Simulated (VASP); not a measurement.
# GaAs (F-43m) in VASP: single point with HSE06

Aim: the single point of GaAs with HSE06.

All numbers are computed with VASP 6.6.1; they aren't measurements. Logs are shortened: lines on timing, memory, paths and dates and some standing lists are left out, and cuts for length are marked.

## (1) The cell of the first run

Symmetry: F-43m, No. 216, cubic system. The conventional cell has a = 5.666 Å, b = 5.666 Å, c = 5.666 Å, α = 90.00°, β = 90.00°, γ = 90.00°. Ga (site symmetry -43m) has 4 As at 2.45 Å within 3.2 Å. As (site symmetry -43m) has 4 Ga at 2.45 Å within 3.2 Å.

## (2) Single point, HSE06

The input, POSCAR:

```
GaAs
1.0
    0.0000000000      2.8330850941      2.8330850941
    2.8330850941      0.0000000000      2.8330850941
    2.8330850941      2.8330850941      0.0000000000
Ga As
1 1
Direct
    0.0000000000      0.0000000000      0.0000000000
    0.2500000000      0.2500000000      0.2500000000
```

The input, INCAR.step1:

```
PREC     = Accurate       # precision mode
ENCUT    = 520            # plane-wave cutoff, eV
EDIFF    = 1E-5           # SCF threshold, eV
ISMEAR   = 0              # smearing method
SIGMA    = 0.01           # smearing width, eV
LREAL    = False          # projectors in reciprocal space
LASPH    = True           # aspherical terms in the spheres
NELM     = 80             # most SCF steps
ALGO     = Normal         # electronic algorithm
ISIF     = 2              # what is computed and relaxed
LWAVE    = True           # write WAVECAR
NBANDS   = 16             # bands
GGA      = PE             # functional
```

The input, INCAR.step2:

```
PREC     = Accurate       # precision mode
ENCUT    = 520            # plane-wave cutoff, eV
EDIFF    = 1E-6           # SCF threshold, eV
ISMEAR   = 0              # smearing method
SIGMA    = 0.01           # smearing width, eV
LREAL    = False          # projectors in reciprocal space
LASPH    = True           # aspherical terms in the spheres
NELM     = 80             # most SCF steps
ALGO     = Normal         # electronic algorithm
ISIF     = 2              # what is computed and relaxed
LWAVE    = False          # write WAVECAR
LCHARG   = True           # write CHGCAR
GGA      = PE             # functional
LHFCALC  = True           # exact exchange
HFSCREEN = 0.2079         # screening, 1/A
PRECFOCK = Normal       
LELF     = True           # ELF
LVHAR    = True         
NBANDS   = 16             # bands
ISTART   = 1
```

The input, KPOINTS:

```
Automatic mesh
0
Gamma
  4 4 4
```

Potentials or basis: VASP PAW PBE potentials, release 64 (Ga_d, As).

Started as:

```console
$ cat potpaw_PBE.64/Ga_d/POTCAR potpaw_PBE.64/As/POTCAR > POTCAR
$ cp INCAR.step1 INCAR
$ mpirun -np 1 vasp_std > vasp.out
$ cp INCAR.step2 INCAR
$ mpirun -np 1 vasp_std > vasp.out
```

OUTCAR:

```text
PREC = Accurate
   ENCUT = 520
   EDIFF = 1E-6
   ISMEAR = 0
   LREAL = False
   LASPH = True
   NELM = 80
   ISIF = 2
   GGA = PE
   LHFCALC = True
   HFSCREEN = 0.2079
   PRECFOCK = Normal
   ISTART = 1

 ion  position               nearest neighbor table
   1  0.000  0.000  0.000-   2 2.45   2 2.45   2 2.45   2 2.45
   2  0.250  0.250  0.250-   1 2.45   1 2.45   1 2.45   1 2.45

  LATTYP: Found a face centered cubic cell.
 ALAT       =     5.6661701882

  Lattice vectors:

 A1 = (   0.0000000000,   2.8330850941,   2.8330850941)
 A2 = (   2.8330850941,   0.0000000000,   2.8330850941)
 A3 = (   2.8330850941,   2.8330850941,   0.0000000000)

Analysis of symmetry for initial positions (statically):
=====================================================================
 Subroutine PRICEL returns:
 Original cell was already a primitive cell.

 Routine SETGRP: Setting up the symmetry group for a
 face centered cubic supercell.

 Subroutine GETGRP returns: Found 24 space group operations
 (whereof 24 operations were pure point group operations)
 out of a pool of 48 trial point group operations.

The static configuration has the point symmetry T_d .

Analysis of symmetry for dynamics (positions and initial velocities):
=====================================================================
 Subroutine PRICEL returns:
 Original cell was already a primitive cell.

 Routine SETGRP: Setting up the symmetry group for a
 face centered cubic supercell.

 Subroutine GETGRP returns: Found 24 space group operations
 (whereof 24 operations were pure point group operations)
 out of a pool of 48 trial point group operations.

The dynamic configuration has the point symmetry T_d .

 Subroutine INISYM returns: Found 24 space group operations
 (whereof 24 operations are pure point group operations),
 and found     1 'primitive' translations

----------------------------------------------------------------------------------------

                                     Primitive cell

  volume of cell :      45.4788

  direct lattice vectors                    reciprocal lattice vectors
     0.000000000  2.833085094  2.833085094    -0.176486051  0.176486051  0.176486051
     2.833085094  0.000000000  2.833085094     0.176486051 -0.176486051  0.176486051
     2.833085094  2.833085094  0.000000000     0.176486051  0.176486051 -0.176486051

  length of vectors
     4.006587363  4.006587363  4.006587363     0.305682807  0.305682807  0.305682807

  position of ions in fractional coordinates (direct lattice)
     0.000000000  0.000000000  0.000000000
     0.250000000  0.250000000  0.250000000

  ion indices of the primitive-cell ions
   primitive index   ion index
                 1           1
                 2           2

----------------------------------------------------------------------------------------

 KPOINTS: Automatic mesh

Automatic generation of k-mesh.
 Grid dimensions read from file:
 generate k-points for:    4    4    4

 Generating k-lattice:

  Cartesian coordinates                     Fractional coordinates (reciprocal lattice)
    -0.044121513  0.044121513  0.044121513     0.250000000  0.000000000  0.000000000
     0.044121513 -0.044121513  0.044121513     0.000000000  0.250000000  0.000000000
     0.044121513  0.044121513 -0.044121513     0.000000000  0.000000000  0.250000000

  Length of vectors
     0.076420702  0.076420702  0.076420702

  Shift w.r.t. Gamma in fractional coordinates (k-lattice)
     0.000000000  0.000000000  0.000000000

 Subroutine IBZKPT returns following result:
 ===========================================

 Found      8 irreducible k-points:

 Following reciprocal coordinates:
            Coordinates               Weight
  0.000000  0.000000  0.000000      1.000000
  0.250000  0.000000  0.000000      8.000000
  0.500000  0.000000  0.000000      4.000000
  0.250000  0.250000  0.000000      6.000000
  0.500000  0.250000  0.000000     24.000000
 -0.250000  0.250000  0.000000     12.000000
  0.500000  0.500000  0.000000      3.000000
 -0.250000  0.500000  0.250000      6.000000
   k-points           NKPTS =      8   k-points in BZ     NKDIM =     64   number of bands    NBANDS=     16
   number of dos      NEDOS =    301   number of ions     NIONS =      2
   total plane-waves  NPLWV =  27000
   dimension x,y,z NGX =    30 NGY =   30 NGZ =   30
   dimension x,y,z NGXF=    60 NGYF=   60 NGZF=   60
   ions per type =               1   1
   NGX,Y,Z   is equivalent  to a cutoff of  12.45, 12.45, 12.45 a.u.
   NGXF,Y,Z  is equivalent  to a cutoff of  24.90, 24.90, 24.90 a.u.
 SYSTEM =  unknown system
   PREC   = accura    normal or accurate (medium, high low for compatibility)
   ISTART =      1    job   : 0-new  1-cont  2-samecut
   ICHARG =      0    charge: 1-file 2-atom 10-const
   ISPIN  =      1    spin polarized calculation?
   LNONCOLLINEAR =      F non collinear calculations
   LSORBIT =      F    spin-orbit coupling
   LASPH  =      T    aspherical Exc in radial PAW
   ENCUT  =  520.0 eV  38.22 Ry    6.18 a.u.   7.45  7.45  7.45*2*pi/ulx,y,z
   NELM   =     80;   NELMIN=  2; NELMDL=  0     # of ELM steps
   EDIFF  = 0.1E-05   stopping-criterion for ELM
   LREAL  =      F    real-space projection
   EDIFFG = 0.1E-04   stopping-criterion for IOM
   NSW    =      0    number of steps for IOM
   IBRION =     -1    ionic relax: 0-MD 1-quasi-New 2-CG
   NFREE  =      0    steps in history (QN), initial steepest desc. (CG)
   ISIF   =      2    stress and relaxation
   ISYM   =      3    0-nonsym 1-usesym 2-fastsym
   POTIM  = 0.5000    time-step for ionic-motion
   TEBEG  =    0.0;   TEEND  =   0.0 temperature during run
   PSTRESS=    0.0 pullay stress
   NELECT =      18.0000    total number of electrons
   NUPDOWN=      -1.0000    fix difference up-down
   EMIN   =  10.00;   EMAX   =-10.00  energy-range for DOS
   EFERMI =   0.00;   METHOD = LEGACY
   ISMEAR =     0;   SIGMA  =   0.01  broadening in eV -4-tet -1-fermi 0-gaus
   EFERMI_NEDOS =   21; number of points for ismear=-14 and -15
   IALGO  =     38    algorithm
   IMIX   =      1    mixing-type and parameters
     AMIX     =   0.40;   BMIX     =  1.00
     AMIX_MAG =   1.60;   BMIX_MAG =  1.00
  volume/ion in A,a.u.               =      22.74       153.45
  Fermi-wavevector in a.u.,A,eV,Ry     =   1.201977  2.271407 19.656990  1.444748
  Thomas-Fermi vector in A             =   2.337771
   LORBIT       =      0    0 simple, 1 ext, 2 COOP (PROOUT), +10 PAW based schemes
   GGA     = PE    functional components
   LHFCALC =     T    Hartree Fock is set to
   PRECFOCK=normal    Normal, Fast or Accurate (Low or Medium for compatibility)
   ENCUT4O =  -1.0   cutoff for four orbital integrals eV
   NKREDX  =     1    reduce k-point grid by
   NKREDY  =     1    reduce k-point grid by
   NKREDZ  =     1    reduce k-point grid by
   AEXX    =    0.2500 exact exchange contribution
   HFSCREEN=    0.2079 screening length (either q_TF or 0.3 A-1)
   HFSCREENC=   0.2079 screening length for correlation (either q_TF or 0.3 A-1)
   ENCUTFOCK=  -1.0 apply spherical cutoff to Coloumb kernel
   IVDW    =     0    specifies the selected vdW correction
   LEPSILON=     F    determine dielectric tensor
   LRPA    =     F    only Hartree local field effects (RPA)
 non-spin polarized calculation
 Gauss-broadening in eV      SIGMA  =   0.01
  energy-cutoff  :      520.00
  volume of cell :       45.48
 maximum number of plane-waves:      1243
 NGX is ok and might be reduce to    30
  NGX = 24; NGY = 24; NGZ = 24

 number of electron      17.9999990 magnetization

 Free energy of the ion-electron system (eV)
  ---------------------------------------------------
  ext. energy  EPLUGINS =         0.00000000
  ---------------------------------------------------
  free energy    TOTEN  =        -9.71383600 eV

  energy without entropy =       -9.71383600  energy(sigma->0) =       -9.71383600

 E-fermi :   3.5097     XC(G=0):  -7.9247

 val. band max:        3.4583245151   @ k =   0.0000   0.0000   0.0000
 cond. band min:       4.8721859023   @ k =   0.0000   0.0000   0.0000
 fundamental gap:      1.4138613872
 Fermi energy:         3.5097284310

 k-point     1 :       0.0000    0.0000    0.0000
  band No.  band energies     occupation
      1     -13.9192      2.00000
      2     -13.9192      2.00000
      3     -13.9192      2.00000
      4     -13.8399      2.00000
      5     -13.8399      2.00000
      6     -10.4247      2.00000
[... 8 lines left out ...]
     15      14.5355      0.00000
     16      14.5355      0.00000

 k-point     2 :       0.2500    0.0000    0.0000
  band No.  band energies     occupation
      1     -13.9451      2.00000
      2     -13.9091      2.00000
      3     -13.9091      2.00000
      4     -13.8399      2.00000
      5     -13.8399      2.00000
      6      -9.6842      2.00000
[... 8 lines left out ...]
     15      13.3982      0.00000
     16      13.3982      0.00000

 k-point     3 :       0.5000    0.0000    0.0000
  band No.  band energies     occupation
      1     -13.9697      2.00000
      2     -13.9013      2.00000
      3     -13.9013      2.00000
      4     -13.8375      2.00000
      5     -13.8375      2.00000
      6      -8.5240      2.00000
[... 8 lines left out ...]
     15      16.4663      0.00000
     16      16.4663      0.00000

 k-point     4 :       0.2500    0.2500    0.0000
  band No.  band energies     occupation
      1     -13.9624      2.00000
      2     -13.8981      2.00000
      3     -13.8981      2.00000
      4     -13.8494      2.00000
      5     -13.8346      2.00000
      6      -9.4276      2.00000
[... 8 lines left out ...]
     15      15.5907      0.00000
     16      16.0084      0.00000

 k-point     5 :       0.5000    0.2500    0.0000
  band No.  band energies     occupation
      1     -13.9811      2.00000
      2     -13.8918      2.00000
      3     -13.8879      2.00000
      4     -13.8494      2.00000
      5     -13.8343      2.00000
      6      -8.2045      2.00000
[... 8 lines left out ...]
     15      16.5897      0.00000
     16      17.2098      0.00000

 k-point     6 :      -0.2500    0.2500    0.0000
  band No.  band energies     occupation
      1     -13.9687      2.00000
      2     -13.8980      2.00000
      3     -13.8971      2.00000
      4     -13.8417      2.00000
      5     -13.8401      2.00000
      6      -8.6567      2.00000
[... 8 lines left out ...]
     15      14.9480      0.00000
     16      17.3053      0.00000

 k-point     7 :       0.5000    0.5000    0.0000
  band No.  band energies     occupation
      1     -13.9991      2.00000
      2     -13.8762      2.00000
      3     -13.8762      2.00000
      4     -13.8610      2.00000
      5     -13.8292      2.00000
      6      -7.7081      2.00000
[... 8 lines left out ...]
     15      17.8806      0.00000
     16      17.8995      0.00000

 k-point     8 :      -0.2500    0.5000    0.2500
  band No.  band energies     occupation
      1     -13.9865      2.00000
      2     -13.8920      2.00000
      3     -13.8789      2.00000
      4     -13.8501      2.00000
      5     -13.8365      2.00000
      6      -7.6503      2.00000
[... 8 lines left out ...]
     15      16.8705      0.00000
     16      17.9173      0.00000

------------------------ aborting loop because EDIFF is reached ----------------------------------------

  FORCE on cell =-STRESS in cart. coord.  units (eV):
  Direction    XX          YY          ZZ          XY          YZ          ZX
  --------------------------------------------------------------------------------------
  -------------------------------------------------------------------------------------
  Total        0.2200917      0.2200917      0.2200917     -0.0000000      0.0000000      0.0000000
  in kB        7.7536361      7.7536361      7.7536361     -0.0000000      0.0000000      0.0000000
  external PRESSURE =       7.7536361 kB  Pullay stress =       0.0000000 kB

 VOLUME and BASIS-vectors are now :
 -----------------------------------------------------------------------------
  energy-cutoff  :      520.00
  volume of cell :       45.48
      direct lattice vectors                 reciprocal lattice vectors
     0.000000000  2.833085094  2.833085094    -0.176486051  0.176486051  0.176486051
     2.833085094  0.000000000  2.833085094     0.176486051 -0.176486051  0.176486051
     2.833085094  2.833085094  0.000000000     0.176486051  0.176486051 -0.176486051

 POSITION                                       TOTAL-FORCE (eV/Angst)
 -----------------------------------------------------------------------------------
      0.00000      0.00000      0.00000         0.000000      0.000000      0.000000
      1.41654      1.41654      1.41654        -0.000000     -0.000000     -0.000000
 -----------------------------------------------------------------------------------
    total drift:                               -0.000057     -0.000070     -0.000048

  FREE ENERGIE OF THE ION-ELECTRON SYSTEM (eV)
  ---------------------------------------------------
  free  energy   TOTEN  =        -9.7138360009 eV

  energy  without entropy=       -9.7138360009  energy(sigma->0) =       -9.71383600
```

Run time: 19 min. Hardware: 1 thread of AMD EPYC 7R43 (Zen 3), shared host; peak memory 0.24 GiB.

Results:

| Quantity | Value |
| --- | --- |
| Free energy | -9.7138 eV |
| Pressure | 0.8 GPa |
| Band gap on the k mesh | 1.41 eV, direct |

Caveat: the k points lie up to 0.48 Å⁻¹ apart; the PAW data sets were made with another functional, which shifts forces and pressure a little. A k mesh can miss the band edges.
